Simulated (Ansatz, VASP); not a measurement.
**Two plane-wave programs on Ni**

File INCAR:

```
SYSTEM = Ni
  PREC = Accurate
  ENCUT = 520
  EDIFF = 1E-7
  ISMEAR = -1
  SIGMA = 0.05
  LREAL = .False.
  LASPH = .True.
  NELM = 150
  ALGO = Normal
  ISIF = 2
  LWAVE = .False.
  LCHARG = .False.
  ISPIN = 2
  MAGMOM = 2
  LORBIT = 11
  LMAXMIX = 4
  GGA = PE
  NBANDS = 15
```

KPOINTS

```
regular mesh
0
Gamma
  12 12 12
  0 0 0
```

Contents of POSCAR:

```
Ni
1.0
    0.0000000000      1.7673500000      1.7673500000
    1.7673500000      0.0000000000      1.7673500000
    1.7673500000      1.7673500000      0.0000000000
Ni
1
Direct
    0.0000000000      0.0000000000      0.0000000000
```

Input for Ansatz:

```yaml
crystal:
  lattice:
    - [0.0, 1.76735, 1.76735]
    - [1.76735, 0.0, 1.76735]
    - [1.76735, 1.76735, 0.0]
  atoms:
    - { symbol: Ni, position: [0.0, 0.0, 0.0], spin: 2.0 }
magnetization:
  spin_polarized: true
hamiltonian:
  xc: pbe
  pseudopotentials: { kind: paw }
basis:
  ecutwfc: 420
kpoints:
  mp_grid: { grid: [12, 12, 12] }
scf:
  occupations: { method: fermi_dirac, width: 0.05 }
  lower_state_search: "off"
output:
  forces: true
  stress: true
```

Alike in both runs: task single point; functional PBE; k mesh 12 × 12 × 12; occupations fermi-dirac, width 0.05 eV; collinear spin.

|  | VASP | Ansatz |
| --- | --- | --- |
| version | VASP 6.6.1 | Ansatz 0.2.0 |
| potentials or method | VASP PAW PBE potentials, release 64 (Ni), cutoff 520 eV | PAW, plane waves, scalar-relativistic |
| valence electrons in the cell | 10 | 18 |

```csv
,VASP,Ansatz,Ansatz less VASP
pressure (GPa),-2.3,-2.2,+0.04
net moment per atom (μB),0.68,0.69,+0.013
size of the moment on the site where the two differ most (μB),0.69,0.73,+0.041
```

Site moments also hang on the region over which each program counts them. VASP's potentials hold 10 valence electrons a cell and Ansatz's 18, so a difference there can come from the potentials and not from the codes.
